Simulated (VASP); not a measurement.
# Sn (Immm) in VASP: a series of runs

Sn is run at these levels: PBEsol; tasks: single point, relaxation of cell and atoms.

Everything below comes from runs of VASP 6.6.1. Logs are shortened: lines on timing, memory, paths and dates and some standing lists are left out, and cuts for length are marked.

## 1. The cell of the first run

The structure is orthorhombic, space group Immm (No. 71). Conventional cell: a = 3.417 Å, b = 3.429 Å, c = 4.529 Å, α = 90.00°, β = 90.00°, γ = 90.00°. Within 4.6 Å of Sn (site symmetry mmm) lie 14 Sn at 3.31 to 4.53 Å.

## 2. Single point, PBEsol

INCAR

```
SYSTEM = Sn
ALGO     = Normal         ! electronic algorithm
EDIFF    = 1E-7           ! SCF threshold, eV
ENCUT    = 520            ! plane-wave cutoff, eV
GGA      = PS             ! functional
ISIF     = 2              ! what is computed and relaxed
ISMEAR   = -1             ! smearing method
LASPH    = .TRUE.         ! aspherical terms in the spheres
LCHARG   = .FALSE.        ! write CHGCAR
LREAL    = .FALSE.        ! projectors in reciprocal space
LWAVE    = .FALSE.        ! write WAVECAR
NBANDS   = 13             ! bands
NELM     = 100            ! most SCF steps
PREC     = Accurate       ! precision mode
SIGMA    = 0.1            ! smearing width, eV
```

KPOINTS

```
k-points
0
G
  13 13 13
  0 0 0
```

POSCAR

```
Sn
1.0
   -1.7085753027      1.7143069954      2.2645673360
    1.7085753027     -1.7143069954      2.2645673360
    1.7085753027      1.7143069954     -2.2645673360
Sn
1
Direct
    0.0000000000      0.0000000000      0.0000000000
```

Potentials or basis: VASP PAW PBE potentials, release 64 (Sn_d).

On the command line:

```sh
$ cat potpaw_PBE.64/Sn_d/POTCAR > POTCAR
$ mpirun -np 1 vasp_std > vasp.out
```

OUTCAR:

```text
SYSTEM = Sn
   EDIFF = 1E-7
   ENCUT = 520
   GGA = PS
   ISIF = 2
   ISMEAR = -1
   LASPH = .TRUE.
   LREAL = .FALSE.
   NELM = 100
   PREC = Accurate

 ion  position               nearest neighbor table
   1  0.000  0.000  0.000-

  LATTYP: Found a body centered orthorhombic cell.
 ALAT       =     3.4171506054
 B/A-ratio  =     1.0033546620
 C/A-ratio  =     1.3254126596

  Lattice vectors:

 A1 = (  -1.7085753027,   1.7143069954,   2.2645673360)
 A2 = (   1.7085753027,  -1.7143069954,   2.2645673360)
 A3 = (   1.7085753027,   1.7143069954,  -2.2645673360)

Analysis of symmetry for initial positions (statically):
=====================================================================
 Subroutine PRICEL returns:
 Original cell was already a primitive cell.

 Routine SETGRP: Setting up the symmetry group for a
 body centered orthorhombic supercell.

 Subroutine GETGRP returns: Found  8 space group operations
 (whereof  8 operations were pure point group operations)
 out of a pool of  8 trial point group operations.

The static configuration has the point symmetry D_2h.

Analysis of symmetry for dynamics (positions and initial velocities):
=====================================================================
 Subroutine PRICEL returns:
 Original cell was already a primitive cell.

 Routine SETGRP: Setting up the symmetry group for a
 body centered orthorhombic supercell.

 Subroutine GETGRP returns: Found  8 space group operations
 (whereof  8 operations were pure point group operations)
 out of a pool of  8 trial point group operations.

The dynamic configuration has the point symmetry D_2h.

 Subroutine INISYM returns: Found  8 space group operations
 (whereof  8 operations are pure point group operations),
 and found     1 'primitive' translations

----------------------------------------------------------------------------------------

                                     Primitive cell

  volume of cell :      26.5319

  direct lattice vectors                    reciprocal lattice vectors
    -1.708575303  1.714306995  2.264567336     0.000000000  0.291663046  0.220792728
     1.708575303 -1.714306995  2.264567336     0.292641477  0.000000000  0.220792728
     1.708575303  1.714306995 -2.264567336     0.292641477  0.291663046  0.000000000

  length of vectors
     3.314565320  3.314565320  3.314565320     0.365809734  0.366590320  0.413166270

  position of ions in fractional coordinates (direct lattice)
     0.000000000  0.000000000  0.000000000
[... 83 lines left out ...]
   ISYM   =      2    0-nonsym 1-usesym 2-fastsym
   POTIM  = 0.5000    time-step for ionic-motion
   TEBEG  =    0.0;   TEEND  =   0.0 temperature during run
   PSTRESS=    0.0 pullay stress
   NELECT =      14.0000    total number of electrons
   NUPDOWN=      -1.0000    fix difference up-down
   EMIN   =  10.00;   EMAX   =-10.00  energy-range for DOS
   EFERMI =   0.00;   METHOD = LEGACY
   ISMEAR =    -1;   SIGMA  =   0.10  broadening in eV -4-tet -1-fermi 0-gaus
   EFERMI_NEDOS =   21; number of points for ismear=-14 and -15
   IALGO  =     38    algorithm
   IMIX   =      4    mixing-type and parameters
     AMIX     =   0.40;   BMIX     =  1.00
     AMIX_MAG =   1.60;   BMIX_MAG =  1.00
  volume/ion in A,a.u.               =      26.53       179.05
  Fermi-wavevector in a.u.,A,eV,Ry     =   1.322904  2.499925 23.811201  1.750074
  Thomas-Fermi vector in A             =   2.452551
   LORBIT       =      0    0 simple, 1 ext, 2 COOP (PROOUT), +10 PAW based schemes
   GGA     = PS    functional components
   LHFCALC =     F    Hartree Fock is set to
   AEXX    =    0.0000 exact exchange contribution
   IVDW    =     0    specifies the selected vdW correction
   LEPSILON=     F    determine dielectric tensor
   LRPA    =     F    only Hartree local field effects (RPA)
 non-spin polarized calculation
  energy-cutoff  :      520.00
  volume of cell :       26.53
 maximum number of plane-waves:       737
 NGX is ok and might be reduce to    28
   NGX = 13   NGY = 13   NGZ = 13

 number of electron      14.0000005 magnetization

 Free energy of the ion-electron system (eV)
  ---------------------------------------------------
  ext. energy  EPLUGINS =         0.00000000
  ---------------------------------------------------
  free energy    TOTEN  =        -4.24095539 eV

  energy without entropy =       -4.22237520  energy(sigma->0) =       -4.23166529

 E-fermi :   8.3360     XC(G=0): -10.6155

 val. band max:        8.3334702498   @ k =  -0.4615  -0.4615   0.0769
 cond. band min:       8.3447934497   @ k =   0.2308   0.3077  -0.0000
 fundamental gap:      0.0113231999
 Fermi energy:         8.3360333934

 k-point     1 :       0.0000    0.0000    0.0000
  band No.  band energies     occupation
      1     -13.2001      2.00000
      2     -13.1982      2.00000
      3     -13.1561      2.00000
      4     -13.1263      2.00000
      5     -13.0761      2.00000
      6      -3.0545      2.00000
      7      16.0795      0.00000
      8      16.1822      0.00000
      9      16.2543      0.00000
     10      18.9728      0.00000
     11      20.1869      0.00000
     12      20.2707      0.00000
     13      20.5040      0.00000
[... 354 lines left out ...]
  band No.  band energies     occupation
      1     -13.1784      2.00000
      2     -13.1763      2.00000
      3     -13.1259      2.00000
      4     -13.0949      2.00000
      5     -13.0476      2.00000
      6      -0.8925      2.00000
      7       8.4958      0.33649
      8      10.7146      0.00000
      9      15.2217      0.00000
     10      18.7046      0.00000
     11      19.8012      0.00000
     12      20.9385      0.00000
     13      22.1117      0.00000

 [... further k-points ...]

------------------------ aborting loop because EDIFF is reached ----------------------------------------

  FORCE on cell =-STRESS in cart. coord.  units (eV):
  Direction    XX          YY          ZZ          XY          YZ          ZX
  --------------------------------------------------------------------------------------
  -------------------------------------------------------------------------------------
  Total       -0.0040557     -0.0172279     -0.0159876     -0.0000000      0.0000000      0.0000000
  in kB       -0.2449137     -1.0403418     -0.9654399     -0.0000000      0.0000000      0.0000000
  external PRESSURE =      -0.7502318 kB  Pullay stress =       0.0000000 kB

 VOLUME and BASIS-vectors are now :
 -----------------------------------------------------------------------------
  energy-cutoff  :      520.00
  volume of cell :       26.53
      direct lattice vectors                 reciprocal lattice vectors
    -1.708575303  1.714306995  2.264567336     0.000000000  0.291663046  0.220792728
     1.708575303 -1.714306995  2.264567336     0.292641477  0.000000000  0.220792728
     1.708575303  1.714306995 -2.264567336     0.292641477  0.291663046  0.000000000

 POSITION                                       TOTAL-FORCE (eV/Angst)
 -----------------------------------------------------------------------------------
      0.00000      0.00000      0.00000         0.000000      0.000000      0.000000
 -----------------------------------------------------------------------------------
    total drift:                               -0.000000     -0.000000     -0.000000

  FREE ENERGIE OF THE ION-ELECTRON SYSTEM (eV)
  ---------------------------------------------------
  free  energy   TOTEN  =        -4.2409553857 eV

  energy  without entropy=       -4.2223752002  energy(sigma->0) =       -4.23166529
```

OSZICAR:

```text
N       E                     dE             d eps       ncg     rms          rms(c)
DAV:   1     0.799597948712E+02    0.79960E+02   -0.72073E+03  9221   0.162E+03
DAV:   2     0.133425938480E+01   -0.78626E+02   -0.75952E+02  9558   0.340E+02
DAV:   3    -0.414854622349E+01   -0.54828E+01   -0.54599E+01 10516   0.727E+01
DAV:   4    -0.425813692026E+01   -0.10959E+00   -0.10957E+00 10964   0.110E+01
DAV:   5    -0.426174395538E+01   -0.36070E-02   -0.36069E-02 11565   0.195E+00    0.139E+00
DAV:   6    -0.424608662435E+01    0.15657E-01   -0.15955E-02 11498   0.227E+00    0.744E-01
DAV:   7    -0.424125296299E+01    0.48337E-02   -0.88313E-03 11528   0.159E+00    0.116E-01
DAV:   8    -0.424095506892E+01    0.29789E-03   -0.69951E-04 10996   0.461E-01    0.192E-02
DAV:   9    -0.424095506629E+01    0.26282E-08   -0.13092E-05 12460   0.454E-02    0.112E-02
DAV:  10    -0.424095534417E+01   -0.27788E-06   -0.92597E-07 10650   0.962E-03    0.777E-04
DAV:  11    -0.424095538568E+01   -0.41505E-07   -0.25540E-08  8034   0.239E-03
   1 F= -.42409554E+01 E0= -.42316653E+01  d E =-.185802E-01
```

It took 2.5 min on 1 thread of Intel Xeon 8259CL, shared host; peak memory 0.24 GiB.

What came out:

* Free energy: -4.2410 eV
* Pressure: -0.1 GPa
* Band gap on the k mesh: zero (bands 7 and 8 overlap by 9.97 eV)

Caveat: the PAW data sets were made with another functional, which shifts forces and pressure a little; spin-orbit coupling is left out, which moves the levels of the heavy elements.

## 3. Relaxation of cell and atoms, PBEsol

This run uses another cell than the first one, of 28.67 Å³/atom.

INCAR

```
SYSTEM = Sn
PREC = Accurate
ENCUT = 600
EDIFF = 1E-6
ISMEAR = -1
SIGMA = 0.1
LREAL = .False.
LASPH = .True.
NELM = 60
ALGO = Normal
ISIF = 3
LWAVE = .False.
LCHARG = .False.
GGA = PS
IBRION = 2
NSW = 80
EDIFFG = -0.02
```

KPOINTS

```
Automatic mesh
0
Gamma
  13 13 13
  0 0 0
```

POSCAR

```
Sn
1.0
   -1.7265390000      1.7755470000      2.3383420000
    1.7265390000     -1.7755470000      2.3383420000
    1.7265390000      1.7755470000     -2.3383420000
Sn
1
Direct
    0.0000000000      0.0000000000      0.0000000000
```

Potentials or basis: VASP PAW PBE potentials, release 64 (Sn_d).

On the command line:

```sh
$ cat potpaw_PBE.64/Sn_d/POTCAR > POTCAR
$ mpirun -np 1 vasp_std > vasp.out
```

Run time: 11 min. Hardware: 1 thread of Intel Xeon 8259CL, shared host; peak memory 0.28 GiB.

The run converged. Its results:

```
Free energy                           : -4.2414 eV
Relaxed volume                        : 26.54 Å³/atom
Relaxed cell                          : a = 3.317 Å, b = 3.317 Å, c = 3.317 Å, α = 118.03°, β = 117.87°, γ = 93.59°
Space group after relaxing (to 0.1 Å) : I4/mmm (No. 139)
Energy gained by relaxing             : 26.4 meV/atom
Ionic steps                           : 6
Pressure after relaxing               : 0.0 GPa
Band gap on the k mesh                : zero (bands 7 and 8 overlap by 9.96 eV)
```

Step by step:
```csv
step,energy change (eV),largest force (eV/Å),pressure (GPa),volume (Å³)
1,0.0000,0.0000,-3.53,28.67
2,-0.0246,0.0000,0.89,26.13
3,-0.0257,0.0000,0.03,26.52
4,-0.0257,0.0000,-0.08,26.57
5,-0.0260,0.0000,-0.07,26.56
6,-0.0264,0.0000,-0.03,26.54
```

Final structure:
```yaml
crystal:
  lattice:
    - [-1.70742, 1.71139, 2.27074]
    - [1.70742, -1.71139, 2.27074]
    - [1.70742, 1.71139, -2.27074]
  atoms:
    - { symbol: Sn, position: [0.00000, 0.00000, 0.00000] }
```

Levels at points of the mesh, in eV from the Fermi level:
```
           k point  band 3  band 4  band 5  band 6  band 7  band 8  band 9  band 10  band 11
(0.00, 0.00, 0.00)  -21.49  -21.46  -21.41  -11.39    7.75    7.85    7.90    10.63    11.86
```

Caveat: the PAW data sets were made with another functional, which shifts forces and pressure a little; spin-orbit coupling is left out, which moves the levels of the heavy elements.

## 4. Relaxation of cell and atoms, PBEsol, target pressure 10 GPa, at which the enthalpy is minimised

This run uses another cell than the first one, of 28.67 Å³/atom.

INCAR

```
SYSTEM = Sn
ALGO = Normal ; EDIFF = 1E-6
EDIFFG = -0.02 ; ENCUT = 600
GGA = PS ; IBRION = 2
ISIF = 3 ; ISMEAR = -1
LASPH = .TRUE. ; LCHARG = .FALSE.
LREAL = .FALSE. ; LWAVE = .FALSE.
NELM = 100 ; NSW = 80
PREC = Accurate ; PSTRESS = 100.0
SIGMA = 0.1
```

KPOINTS

```
k-points
0
G
  13 13 13
  0 0 0
```

POSCAR is that of step 3.

Potentials or basis: VASP PAW PBE potentials, release 64 (Sn_d).

On the command line:

```sh
$ cat potpaw_PBE.64/Sn_d/POTCAR > POTCAR
$ mpirun -np 1 vasp_std > vasp.out
```

OUTCAR:

```text
SYSTEM = Sn
   EDIFF = 1E-6
   EDIFFG = -0.02
   ENCUT = 600
   GGA = PS
   IBRION = 2
   ISIF = 3
   ISMEAR = -1
   LASPH = .TRUE.
   LREAL = .FALSE.
   NELM = 100
   NSW = 80
   PREC = Accurate
   PSTRESS = 100.0

 ion  position               nearest neighbor table
   1  0.000  0.000  0.000-

  LATTYP: Found a body centered orthorhombic cell.
 ALAT       =     3.4530780000
 B/A-ratio  =     1.0283851103
 C/A-ratio  =     1.3543522620

  Lattice vectors:

 A1 = (  -1.7265390000,   1.7755470000,   2.3383420000)
 A2 = (   1.7265390000,  -1.7755470000,   2.3383420000)
 A3 = (   1.7265390000,   1.7755470000,  -2.3383420000)

Analysis of symmetry for initial positions (statically):
=====================================================================
 Subroutine PRICEL returns:
 Original cell was already a primitive cell.
[... 621 lines left out ...]

[... ionic steps 4 to 15 ...]

--------------------------------------- Ionic step       16  -------------------------------------------

 number of electron      14.0000003 magnetization

------------------------ aborting loop because EDIFF is reached ----------------------------------------
[... 69 lines left out ...]
--------------------------------------- Ionic step       18  -------------------------------------------

 number of electron      14.0000003 magnetization

 Free energy of the ion-electron system (eV)
  ---------------------------------------------------
  ext. energy  EPLUGINS =         0.00000000
  ---------------------------------------------------
  free energy    TOTEN  =        -4.15004095 eV

  energy without entropy =       -4.13519967  energy(sigma->0) =       -4.14262031

 E-fermi :  10.1132     XC(G=0): -11.2772

 val. band max:       10.1123523612   @ k =   0.4615   0.3077   0.0769
 cond. band min:      10.1146461327   @ k =  -0.3846  -0.3846   0.2308
 fundamental gap:      0.0022937715
 Fermi energy:        10.1132057475

 k-point     1 :       0.0000    0.0000    0.0000
  band No.  band energies     occupation
      1     -11.5035      2.00000
      2     -11.5024      2.00000
      3     -11.4943      2.00000
      4     -11.3728      2.00000
      5     -11.3631      2.00000
      6      -2.3528      2.00000
      7      19.1286      0.00000
      8      19.1314      0.00000
      9      19.1705      0.00000
     10      20.8257      0.00000
     11      22.9694      0.00000
[... 354 lines left out ...]
  energy  without entropy=       -4.1351996713  energy(sigma->0) =       -4.14262031

  enthalpy is  TOTEN    =        -2.7046237832 eV   P V=        1.4454171625

 reached required accuracy - stopping structural energy minimisation
```

It took 27 min on 1 thread of Intel Xeon 8259CL, shared host; peak memory 0.29 GiB.

Results:

```
Free energy                                                : -4.1500 eV
Relaxed volume                                             : 23.16 Å³/atom
Relaxed cell                                               : a = 3.195 Å, b = 3.195 Å, c = 3.195 Å, α = 119.77°, β = 119.68°, γ = 90.48°
Space group after relaxing (to 0.1 Å)                      : Fm-3m (No. 225)
Energy change on relaxing (the run minimises the enthalpy) : +65.0 meV/atom
Ionic steps                                                : 18
Pressure after relaxing                                    : 10.0 GPa
Band gap on the k mesh                                     : zero (bands 7 and 8 overlap by 11.35 eV)
```

The path:
```tsv
step	energy change (eV)	largest force (eV/Å)	pressure (GPa)	volume (Å³)
1	0.0000	0.0000	-3.53	28.67
2	0.4911	0.0000	32.38	19.75
3	0.0586	0.0000	9.46	23.33
4	0.0649	0.0000	9.94	23.23
5	0.0714	0.0000	10.37	23.13
6	0.0600	0.0000	9.58	23.29
7	0.0566	0.0000	9.44	23.34
8	0.0605	0.0000	9.76	23.26
9	0.0655	0.0000	10.10	23.18
10	0.0668	0.0000	10.11	23.16
11	0.0662	0.0000	10.14	23.16
12	0.0655	0.0000	10.06	23.16
13	0.0630	0.0000	9.90	23.19
14	0.0623	0.0000	9.87	23.20
15	0.0610	0.0000	9.82	23.22
16	0.0619	0.0000	9.77	23.21
17	0.0701	0.0000	10.40	23.08
18	0.0650	0.0000	10.01	23.16
```

Final structure:
```
Sn
1.0
    -1.60306    1.60528    2.24979
     1.60306   -1.60528    2.24979
     1.60306    1.60528   -2.24979
Sn
1
Cartesian
  0.0000 0.0000 0.0000
```

Caveat: the cell is relaxed towards a set pressure, so the run minimises the enthalpy, not the energy; the volume moved by over 15 % at a fixed basis, so the end points are rough; the PAW data sets were made with another functional, which shifts forces and pressure a little; spin-orbit coupling is left out, which moves the levels of the heavy elements.

## 5. Summary

| task | cell | cutoff (eV) | gap on the mesh (eV) | pressure (GPa) |
| --- | --- | --- | --- | --- |
| single point | a = 3.315 Å, angles 117.9, 117.7, 93.8°, 1 atom | 520 | none | -0.1 |
| relaxation of cell and atoms | relaxed from a = 3.406 Å, angles 119.1, 117.2, 93.3°, 1 atom | 600 | none | 0.0 |
| relaxation of cell and atoms | relaxed to 10 GPa from a = 3.406 Å, angles 119.1, 117.2, 93.3°, 1 atom | 600 | none | 10.0 |

Alike in all rows: level PBEsol; potentials or basis VASP PAW PBE potentials, release 64 (Sn_d); no spin polarisation; k mesh 13 × 13 × 13; smearing fermi-dirac 0.1 eV.

Caveats: the PAW data sets were made with another functional, which shifts forces and pressure a little; spin-orbit coupling is left out, which moves the levels of the heavy elements; the cell is relaxed towards a set pressure, so the run minimises the enthalpy, not the energy (at least some runs); the volume moved by over 15 % at a fixed basis, so the end points are rough (at least some runs).

Total energies depend on the potentials used, so only differences within one code and one set of settings carry meaning.

The gap in the log of VASP goes by the Fermi energy; the results here count the filled bands.